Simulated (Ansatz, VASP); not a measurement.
## Two plane-wave programs on GaN

Contents of INCAR:

```
PREC     = Accurate       # precision mode
ENCUT    = 520            # plane-wave cutoff, eV
EDIFF    = 1E-7           # SCF threshold, eV
ISMEAR   = -1             # smearing method
SIGMA    = 0.02           # smearing width, eV
LREAL    = F              # projectors in reciprocal space
LASPH    = T              # aspherical terms in the spheres
NELM     = 80             # most SCF steps
ALGO     = Normal         # electronic algorithm
ISIF     = 2              # what is computed and relaxed
LWAVE    = F              # write WAVECAR
LCHARG   = T              # write CHGCAR
GGA      = PE             # functional
LELF     = T              # ELF
LVHAR    = T            
NBANDS   = 16             # bands
```

KPOINTS

```
Automatic mesh
0
Gamma
  10 10 10
```

File POSCAR:

```
GaN
1.0
    0.0000000000      2.3389106427      2.1467438436
    2.3389106427      0.0000000000      2.1467438436
    2.3389106427      2.3389106427      0.0000000000
Ga N
1 1
Direct
    0.0000000000      0.0000000000      0.0000000000
    0.2500000000      0.2500000000      0.2500000000
```

Input for Ansatz:

```yaml
crystal:
  lattice:
    - [0.0, 2.3389106427, 2.1467438436]
    - [2.3389106427, 0.0, 2.1467438436]
    - [2.3389106427, 2.3389106427, 0.0]
  atoms:
    - { symbol: Ga, position: [0.0, 0.0, 0.0] }
    - { symbol: "N", position: [0.25, 0.25, 0.25] }
kpoints:
  mp_grid: { grid: [10, 10, 10] }
  band_path:
    path:
      - [0.0, 0.0, 0.0]
      - [-0.5, -0.5, 0.0]
      - [-0.375, -0.375, 0.25]
      - [-0.375, 0.0, 0.375]
      - [0.0, 0.0, 0.5]
      - [-0.5, -0.25, 0.25]
    npoints: 1
hamiltonian:
  xc: pbe
scf:
  occupations: { method: fermi_dirac, width: 0.02 }
  n_extra_bands: 4
output:
  forces: true
  stress: true
  eigenvalues: true
```

Change from the starting cell: epitaxial_xy strain +4.0%.

Alike in both runs: task single point; functional PBE; k mesh 10 × 10 × 10; occupations fermi-dirac, width 0.02 eV; no spin polarisation.

```csv
,VASP,Ansatz
version,VASP 6.6.1,Ansatz 0.2.0
potentials or method,"VASP PAW PBE potentials, release 64 (Ga_d, N)","plane waves, PAW"
plane-wave cutoff (eV),520,420
valence electrons in the cell,18,18
```

```csv
,VASP,Ansatz,Ansatz less VASP
gap on the k mesh at the Fermi level (eV),1.31,1.31,-0.005
pressure (GPa),-0.1,-0.2,-0.09
"traceless stress, the component that is largest in VASP (GPa)",5.76,5.76,-0.004
```
